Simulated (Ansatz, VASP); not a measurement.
**LiCl: VASP beside Ansatz**

The input INCAR:

```
PREC = Accurate ; ENCUT = 520
EDIFF = 1E-6 ; ISMEAR = 0
SIGMA = 0.05 ; LREAL = F
LASPH = T ; NELM = 80
ALGO = Normal ; ISIF = 2
LWAVE = F ; LCHARG = T
GGA = PE ; LELF = T
LVHAR = T ; NBANDS = 12
```

The input KPOINTS:

```
Automatic mesh
0
Gamma
  8 8 8
```

The input POSCAR:

```
LiCl
1.0
    0.0000000000      2.6673504000      2.5647600000
    2.6673504000      0.0000000000      2.5647600000
    2.6673504000      2.6673504000      0.0000000000
Li Cl
1 1
Direct
    0.0000000000      0.0000000000      0.0000000000
    0.5000000000      0.5000000000      0.5000000000
```

Input for Ansatz:

```yaml
crystal:
  lattice:
    - [0.0, 2.6673504, 2.56476]
    - [2.6673504, 0.0, 2.56476]
    - [2.6673504, 2.6673504, 0.0]
  atoms:
    - { symbol: Li, position: [0.0, 0.0, 0.0] }
    - { symbol: Cl, position: [0.5, 0.5, 0.5] }
basis:
  ecutwfc: 420
kpoints:
  mp_grid: { grid: [8, 8, 8] }
hamiltonian:
  xc: pbe
scf:
  occupations: { method: gaussian, width: 0.05 }
output:
  forces: true
  stress: true
  eigenvalues: true
  write_density: true
  write_potential: true
  elf: true
  volumetric_format: npy
```

Change from the starting cell: strain +0.040 along x and y, +0.000 along z, atoms carried along.

Alike in both runs: task single point; functional PBE; k mesh 8 × 8 × 8; occupations gaussian, width 0.05 eV; no spin polarisation.

|  | VASP | Ansatz |
| --- | --- | --- |
| version | VASP 6.6.1 | Ansatz 0.2.0 |
| potentials or method | VASP PAW PBE potentials, release 64 (Li_sv, Cl), cutoff 520 eV | scalar-relativistic, plane waves, PAW |
| valence electrons in the cell | 10 | 10 |

```tsv
	VASP	Ansatz	Ansatz less VASP
gap on the k mesh at the Fermi level (eV)	5.88	5.87	-0.011
least direct gap on the mesh (eV)	5.88	5.87	-0.011
```

Noted on VASP's run: the cutoff is short for stress, so the pressure is rough.
